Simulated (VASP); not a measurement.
Set up this calculation in VASP 6.6.1, as the native input.

* Task: single point
* Functional: PBE
* Potentials or basis: VASP PAW PBE potentials, release 64 (Al, Mo_sv, C)
* Cutoff: 520 eV
* k mesh: 4 × 4 × 4
* Occupations: gaussian, width 0.1 eV
* Spin: no spin polarisation
* Dipole correction: no
* Further INCAR settings: ALGO = Normal; EDIFF = 1e-07; NBANDS = 32

The structure of AlMo3C lies in POSCAR:

```
AlMo3C
1.0
    4.3747603900      0.0000000000      0.0000000000
    0.0000000000      4.3747603900      0.0000000000
    0.0000000000      0.0000000000      4.9696926300
Al Mo C
1 3 1
Direct
    0.0000000000      0.0000000000      0.0000000000
    0.0000000000      0.0000000000      0.5000000000
    0.0000000000      0.5000000000      0.7643185400
    0.5000000000      0.0000000000      0.2356814600
    0.5000000000      0.5000000000      0.0000000000
```

The cell was generated, and may not be a known phase.

The input as run:

INCAR

```
  ALGO = Normal
  EDIFF = 1E-7
  ENCUT = 520
  GGA = PE
  ISIF = 2
  ISMEAR = 0
  LASPH = T
  LCHARG = T
  LELF = T
  LREAL = F
  LVHAR = T
  LWAVE = F
  NBANDS = 32
  NELM = 80
  PREC = Accurate
  SIGMA = 0.1
```

KPOINTS

```
k-points
0
Gamma
  4 4 4
```

Potentials or basis: VASP PAW PBE potentials, release 64 (Al, Mo_sv, C).

Command:

```bash
$ cat potpaw_PBE.64/Al/POTCAR potpaw_PBE.64/Mo_sv/POTCAR potpaw_PBE.64/C/POTCAR > POTCAR
$ mpirun -np 1 vasp_std > vasp.out
```

Results of the run:

| Quantity | Value |
| --- | --- |
| Pressure | -5.7 GPa |
| Largest force | 1.019 eV/Å |
| Band gap on the k mesh | zero (an odd number of electrons rules out a gap without spin polarisation) |

Caveat: the stress differs along the axes, from -12 to 6 GPa; forces of over 1 eV/Å act on the atoms, so gaps and moduli don't describe the material at rest.

It took 72 s on 1 thread of Intel Xeon 8259CL (shared host), peak memory 0.24 GiB.
